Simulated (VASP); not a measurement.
# Sc2GeTe2 (I4/mmm) in VASP: further runs

The runs below take Sc2GeTe2 through single point, relaxation of cell and atoms, with PBE.

All numbers are computed with VASP 6.6.1; they aren't measurements. Logs are shortened: lines on timing, memory, paths and dates and some standing lists are left out, and cuts for length are marked.

## (1) The cell of the first run

It takes space group I4/mmm (No. 139, tetragonal). The conventional cell has a = 4.745 Å, b = 4.745 Å, c = 10.875 Å, α = 90.00°, β = 90.00°, γ = 90.00°. Within 3.7 Å of Sc (site symmetry 4mm) lie 4 Te at 2.71 Å and 1 Sc at 2.81 Å and 4 Ge at 3.64 Å. Ge (site symmetry 4/mmm) has 8 Te at 3.61 Å and 10 Sc at 3.64 to 4.03 Å and 4 Ge at 4.74 Å within 4.8 Å. Within 3.7 Å of Te (site symmetry -4m2) lie 4 Sc at 2.71 Å and 4 Te at 3.35 Å and 4 Ge at 3.61 Å.

The cell was built from a structure type or drawn by symmetry, and may not be a known phase.

## (2) Single point, PBE

Input file INCAR:

```
SYSTEM = Sc2GeTe2
ALGO = Normal
EDIFF = 1E-6
ENCUT = 520
GGA = PE
ISIF = 2
ISMEAR = 0
LASPH = .TRUE.
LCHARG = .TRUE.
LELF = .TRUE.
LREAL = .FALSE.
LVHAR = .TRUE.
LWAVE = .FALSE.
NBANDS = 32
NELM = 100
PREC = Accurate
SIGMA = 0.1
```

Input file KPOINTS:

```
k-points
0
G
  6 6 6
  0 0 0
```

Input file POSCAR:

```
Sc2GeTe2
1.0
   -2.3722802300      2.3722802300      5.4376543600
    2.3722802300     -2.3722802300      5.4376543600
    2.3722802300      2.3722802300     -5.4376543600
Sc Ge Te
2 1 2
Direct
    0.6292707300      0.6292707300      0.0000000000
    0.3707292700      0.3707292700      0.0000000000
    0.0000000000      0.0000000000      0.0000000000
    0.7500000000      0.2500000000      0.5000000000
    0.2500000000      0.7500000000      0.5000000000
```

Potentials or basis: VASP PAW PBE potentials, release 64 (Sc_sv, Ge_d, Te).

The run is started by

```bash
$ cat potpaw_PBE.64/Sc_sv/POTCAR potpaw_PBE.64/Ge_d/POTCAR potpaw_PBE.64/Te/POTCAR > POTCAR
$ mpirun -np 1 vasp_std > vasp.out
```

OUTCAR:

```text
SYSTEM = Sc2GeTe2
   EDIFF = 1E-6
   ENCUT = 520
   GGA = PE
   ISIF = 2
   ISMEAR = 0
   LASPH = .TRUE.
   LREAL = .FALSE.
   NELM = 100
   PREC = Accurate

 ion  position               nearest neighbor table
   1  0.629  0.629  0.000-   5 2.71   4 2.71   4 2.71   5 2.71   2 2.81
   2  0.371  0.371  0.000-   5 2.71   4 2.71   4 2.71   5 2.71   1 2.81
   3  0.000  0.000  0.000-
   4  0.750  0.250  0.500-   2 2.71   1 2.71   2 2.71   1 2.71   5 3.35   5 3.35   5 3.35   5 3.35

   5  0.250  0.750  0.500-   2 2.71   1 2.71   2 2.71   1 2.71   4 3.35   4 3.35   4 3.35   4 3.35

  LATTYP: Found a body centered tetragonal cell.
 ALAT       =     4.7445604600
 C/A-ratio  =     2.2921635864

  Lattice vectors:

 A1 = (  -2.3722802300,   2.3722802300,   5.4376543600)
 A2 = (   2.3722802300,  -2.3722802300,   5.4376543600)
 A3 = (   2.3722802300,   2.3722802300,  -5.4376543600)

Analysis of symmetry for initial positions (statically):
=====================================================================
 Subroutine PRICEL returns:
 Original cell was already a primitive cell.

 Routine SETGRP: Setting up the symmetry group for a
 body centered tetragonal supercell.

 Subroutine GETGRP returns: Found 16 space group operations
 (whereof 16 operations were pure point group operations)
 out of a pool of 16 trial point group operations.

The static configuration has the point symmetry D_4h.

Analysis of symmetry for dynamics (positions and initial velocities):
=====================================================================
 Subroutine PRICEL returns:
 Original cell was already a primitive cell.

 Routine SETGRP: Setting up the symmetry group for a
 body centered tetragonal supercell.

 Subroutine GETGRP returns: Found 16 space group operations
 (whereof 16 operations were pure point group operations)
 out of a pool of 16 trial point group operations.

The dynamic configuration has the point symmetry D_4h.

 Subroutine INISYM returns: Found 16 space group operations
 (whereof 16 operations are pure point group operations),
 and found     1 'primitive' translations

----------------------------------------------------------------------------------------

                                     Primitive cell

  volume of cell :     122.4062

  direct lattice vectors                    reciprocal lattice vectors
    -2.372280230  2.372280230  5.437654360     0.000000000  0.210767680  0.091951413
     2.372280230 -2.372280230  5.437654360     0.210767680  0.000000000  0.091951413
     2.372280230  2.372280230 -5.437654360     0.210767680  0.210767680  0.000000000

  length of vectors
     6.389327971  6.389327971  6.389327971     0.229952337  0.229952337  0.298070511

  position of ions in fractional coordinates (direct lattice)
     0.629270730  0.629270730  0.000000000
     0.370729270  0.370729270  0.000000000
     0.000000000  0.000000000  0.000000000
     0.750000000  0.250000000  0.500000000
     0.250000000  0.750000000  0.500000000

  ion indices of the primitive-cell ions
   primitive index   ion index
                 1           1
                 2           2
                 3           3
                 4           4
                 5           5

----------------------------------------------------------------------------------------

 KPOINTS: k-points

Automatic generation of k-mesh.
 Grid dimensions read from file:
 generate k-points for:    6    6    6

 Generating k-lattice:

  Cartesian coordinates                     Fractional coordinates (reciprocal lattice)
     0.000000000  0.035127947  0.015325235     0.166666667  0.000000000  0.000000000
     0.035127947  0.000000000  0.015325235     0.000000000  0.166666667  0.000000000
     0.035127947  0.035127947  0.000000000     0.000000000  0.000000000  0.166666667

  Length of vectors
     0.038325389  0.038325389  0.049678419

  Shift w.r.t. Gamma in fractional coordinates (k-lattice)
     0.000000000  0.000000000  0.000000000

 Subroutine IBZKPT returns following result:
 ===========================================

 Found     30 irreducible k-points:

 Following reciprocal coordinates:
            Coordinates               Weight
  0.000000  0.000000  0.000000      1.000000
  0.166667  0.000000  0.000000      8.000000
  0.333333  0.000000  0.000000      8.000000
  0.500000 -0.000000  0.000000      4.000000
  0.166667  0.166667  0.000000      8.000000
  0.333333  0.166667 -0.000000     16.000000
[... 16 lines left out ...]
 -0.333333 -0.333333  0.166667      8.000000
 -0.166667 -0.333333  0.166667      8.000000
 [... further k-points ...]
   k-points           NKPTS =     30   k-points in BZ     NKDIM =     30   number of bands    NBANDS=     32
   number of dos      NEDOS =    301   number of ions     NIONS =      5
   total plane-waves  NPLWV = 110592
   dimension x,y,z NGX =    48 NGY =   48 NGZ =   48
   dimension x,y,z NGXF=    96 NGYF=   96 NGZF=   96
   ions per type =               2   1   2
   NGX,Y,Z   is equivalent  to a cutoff of  12.49, 12.49, 12.49 a.u.
   NGXF,Y,Z  is equivalent  to a cutoff of  24.98, 24.98, 24.98 a.u.
 SYSTEM =  Sc2GeTe2
   PREC   = accura    normal or accurate (medium, high low for compatibility)
   ISTART =      0    job   : 0-new  1-cont  2-samecut
   ICHARG =      2    charge: 1-file 2-atom 10-const
   ISPIN  =      1    spin polarized calculation?
   LNONCOLLINEAR =      F non collinear calculations
   LSORBIT =      F    spin-orbit coupling
   LASPH  =      T    aspherical Exc in radial PAW
   ENCUT  =  520.0 eV  38.22 Ry    6.18 a.u.  11.88 11.88 11.88*2*pi/ulx,y,z
   NELM   =    100;   NELMIN=  2; NELMDL= -5     # of ELM steps
   EDIFF  = 0.1E-05   stopping-criterion for ELM
   LREAL  =      F    real-space projection
   EDIFFG = 0.1E-04   stopping-criterion for IOM
   NSW    =      0    number of steps for IOM
   IBRION =     -1    ionic relax: 0-MD 1-quasi-New 2-CG
   NFREE  =      0    steps in history (QN), initial steepest desc. (CG)
   ISIF   =      2    stress and relaxation
   ISYM   =      2    0-nonsym 1-usesym 2-fastsym
   POTIM  = 0.5000    time-step for ionic-motion
   TEBEG  =    0.0;   TEEND  =   0.0 temperature during run
   PSTRESS=    0.0 pullay stress
   NELECT =      48.0000    total number of electrons
   NUPDOWN=      -1.0000    fix difference up-down
   EMIN   =  10.00;   EMAX   =-10.00  energy-range for DOS
   EFERMI =   0.00;   METHOD = LEGACY
   ISMEAR =     0;   SIGMA  =   0.10  broadening in eV -4-tet -1-fermi 0-gaus
   EFERMI_NEDOS =   21; number of points for ismear=-14 and -15
   IALGO  =     38    algorithm
   IMIX   =      4    mixing-type and parameters
     AMIX     =   0.40;   BMIX     =  1.00
     AMIX_MAG =   1.60;   BMIX_MAG =  1.00
  volume/ion in A,a.u.               =      24.48       165.21
  Fermi-wavevector in a.u.,A,eV,Ry     =   1.198268  2.264399 19.535882  1.435847
  Thomas-Fermi vector in A             =   2.334162
   LORBIT       =      0    0 simple, 1 ext, 2 COOP (PROOUT), +10 PAW based schemes
   GGA     = PE    functional components
   LHFCALC =     F    Hartree Fock is set to
   AEXX    =    0.0000 exact exchange contribution
   IVDW    =     0    specifies the selected vdW correction
   LEPSILON=     F    determine dielectric tensor
   LRPA    =     F    only Hartree local field effects (RPA)
 non-spin polarized calculation
 Gauss-broadening in eV      SIGMA  =   0.10
  energy-cutoff  :      520.00
  volume of cell :      122.41
 maximum number of plane-waves:      3325
   NGX = 23   NGY = 23   NGZ = 23

 number of electron      47.9999998 magnetization

 Free energy of the ion-electron system (eV)
  ---------------------------------------------------
  ext. energy  EPLUGINS =         0.00000000
  ---------------------------------------------------
  free energy    TOTEN  =       -22.95517996 eV

  energy without entropy =      -22.93438810  energy(sigma->0) =      -22.94478403

 E-fermi :   6.4125     XC(G=0): -10.0787

 val. band max:        6.4029589831   @ k =   0.5000   0.5000   0.1667
 cond. band min:       6.4190389159   @ k =   0.3333   0.3333   0.0000
 fundamental gap:      0.0160799329
 Fermi energy:         6.4125137998

 k-point     1 :       0.0000    0.0000    0.0000
  band No.  band energies     occupation
      1     -43.1875      2.00000
      2     -43.1292      2.00000
      3     -22.1481      2.00000
      4     -21.8656      2.00000
      5     -21.8656      2.00000
      6     -21.8334      2.00000
[... 24 lines left out ...]
     31       8.8567      0.00000
     32       9.4218      0.00000

 k-point     2 :       0.1667    0.0000    0.0000
  band No.  band energies     occupation
      1     -43.1871      2.00000
      2     -43.1295      2.00000
      3     -22.1449      2.00000
      4     -21.8709      2.00000
      5     -21.8675      2.00000
      6     -21.8345      2.00000
[... 24 lines left out ...]
     31       9.2764      0.00000
     32       9.3954      0.00000

 k-point     3 :       0.3333    0.0000    0.0000
  band No.  band energies     occupation
      1     -43.1863      2.00000
      2     -43.1301      2.00000
      3     -22.1382      2.00000
      4     -21.8817      2.00000
      5     -21.8708      2.00000
      6     -21.8367      2.00000
[... 24 lines left out ...]
     31       9.1528      0.00000
     32       9.3913      0.00000

 k-point     4 :       0.5000   -0.0000    0.0000
  band No.  band energies     occupation
      1     -43.1859      2.00000
      2     -43.1303      2.00000
      3     -22.1347      2.00000
      4     -21.8872      2.00000
      5     -21.8722      2.00000
      6     -21.8378      2.00000
[... 654 lines left out ...]
     31       9.0044      0.00000
     32       9.3042      0.00000

 k-point    23 :      -0.3333   -0.3333    0.1667
  band No.  band energies     occupation
      1     -43.1855      2.00000
      2     -43.1310      2.00000
      3     -22.1301      2.00000
      4     -21.8817      2.00000
      5     -21.8772      2.00000
      6     -21.8285      2.00000
[... 24 lines left out ...]
     31       8.8471      0.00000
     32       9.4425      0.00000

 k-point    24 :      -0.1667   -0.3333    0.1667
  band No.  band energies     occupation
      1     -43.1861      2.00000
      2     -43.1305      2.00000
      3     -22.1353      2.00000
      4     -21.8773      2.00000
      5     -21.8735      2.00000
      6     -21.8282      2.00000
[... 24 lines left out ...]
     31       9.1336      0.00000
     32       9.1561      0.00000

 [... further k-points ...]

------------------------ aborting loop because EDIFF is reached ----------------------------------------

  FORCE on cell =-STRESS in cart. coord.  units (eV):
  Direction    XX          YY          ZZ          XY          YZ          ZX
  --------------------------------------------------------------------------------------
  -------------------------------------------------------------------------------------
  Total        9.9308734      9.9308734      9.8797062      0.0000000     -0.0000000      0.0000000
  in kB      129.9853647    129.9853647    129.3156366      0.0000000     -0.0000000      0.0000000
  external PRESSURE =     129.7621220 kB  Pullay stress =       0.0000000 kB

 VOLUME and BASIS-vectors are now :
 -----------------------------------------------------------------------------
  energy-cutoff  :      520.00
  volume of cell :      122.41
      direct lattice vectors                 reciprocal lattice vectors
    -2.372280230  2.372280230  5.437654360     0.000000000  0.210767680  0.091951413
     2.372280230 -2.372280230  5.437654360     0.210767680  0.000000000  0.091951413
     2.372280230  2.372280230 -5.437654360     0.210767680  0.210767680  0.000000000

 POSITION                                       TOTAL-FORCE (eV/Angst)
 -----------------------------------------------------------------------------------
      0.00000      0.00000      6.84351        -0.000000     -0.000000     -0.586192
      0.00000      0.00000      4.03180        -0.000000     -0.000000      0.586192
      0.00000      0.00000      0.00000         0.000000      0.000000      0.000000
     -0.00000      2.37228      2.71883         0.000000      0.000000      0.000000
      2.37228     -0.00000      2.71883         0.000000      0.000000      0.000000
 -----------------------------------------------------------------------------------
    total drift:                               -0.000000     -0.000000     -0.000000

  FREE ENERGIE OF THE ION-ELECTRON SYSTEM (eV)
  ---------------------------------------------------
  free  energy   TOTEN  =       -22.9551799642 eV

  energy  without entropy=      -22.9343880958  energy(sigma->0) =      -22.94478403
```

Wall time 5.1 min (1 thread of Intel Xeon 8259CL, shared host); peak memory 0.4 GiB.

Results:

```yaml
Free_energy: -22.9552 eV
Pressure: 13.0 GPa
Largest_force: 0.586 eV/Å
Band_gap_on_the_k_mesh: zero (bands 24 and 25 overlap by 0.80 eV)
```

Forces on the atoms (eV/Å):
```
Sc   0.000  0.000 -0.586
Sc   0.000  0.000  0.586
Ge   0.000  0.000  0.000
Te   0.000  0.000  0.000
Te   0.000  0.000  0.000
```

Levels at points of the mesh, in eV from the Fermi level:
```
           k point  band 20  band 21  band 22  band 23  band 24  band 25  band 26  band 27  band 28  band 29
(0.00, 0.00, 0.00)    -3.09    -1.46    -1.46     0.15     0.32     0.32     0.39     0.74     1.19     1.79
(0.50, 0.00, 0.00)    -3.46    -3.05    -2.89    -0.58    -0.05     0.44     0.55     0.72     0.99     1.60
(0.50, 0.50, 0.00)    -2.62    -1.85    -0.81    -0.68    -0.32    -0.17     0.21     0.73     2.11     2.13
(0.50, 0.50, 0.50)    -2.61    -0.72    -0.72    -0.71    -0.48    -0.48     0.27     0.73     1.32     1.76
```

Caveat: the cell stands under pressure; spin-orbit coupling is left out, which moves the levels of the heavy elements.

(Continued in part 2 of 3.)
